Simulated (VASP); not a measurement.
The system is C.

```
C
1.0
     0.00000    1.81835    1.81835
     1.81835    0.00000    1.81835
     1.81835    1.81835    0.00000
C
2
Cartesian
  2.7275 2.7275 2.7275
  1.8183 1.8183 1.8183
```

Base run:

| Quantity | Value |
| --- | --- |
| Program | VASP 6.6.1 |
| Functional | b88 exchange, pbe correlation |
| Potentials or basis | VASP PAW PBE potentials, release 64 (C) |
| Cutoff | 600 eV |
| k mesh | 13 × 13 × 13 |
| Occupations | fermi-dirac, width 0.05 eV |
| Spin | no spin polarisation |

Its results: band gap on the k mesh 4.02 eV (least direct gap 5.45 eV); pressure -20.9 GPa.

Q: The run is repeated on the same cell with these changes: functional from b88 exchange, pbe correlation to PBE-based screened hybrid with 25 % exact exchange; cutoff from 600 eV to 520 eV; k mesh from 13 × 13 × 13 to 7 × 7 × 7. What comes out?

A: Band gap on the k mesh 5.04 eV (least direct gap 6.57 eV); pressure -30.1 GPa.

Several settings changed at once.

Caveats: some runs use coarse meshes; the PAW data sets were made with another functional, which shifts forces and pressure a little; an odd mesh through Γ misses points on the zone boundary, where band edges can lie; the cell stands under tension (at least some runs).
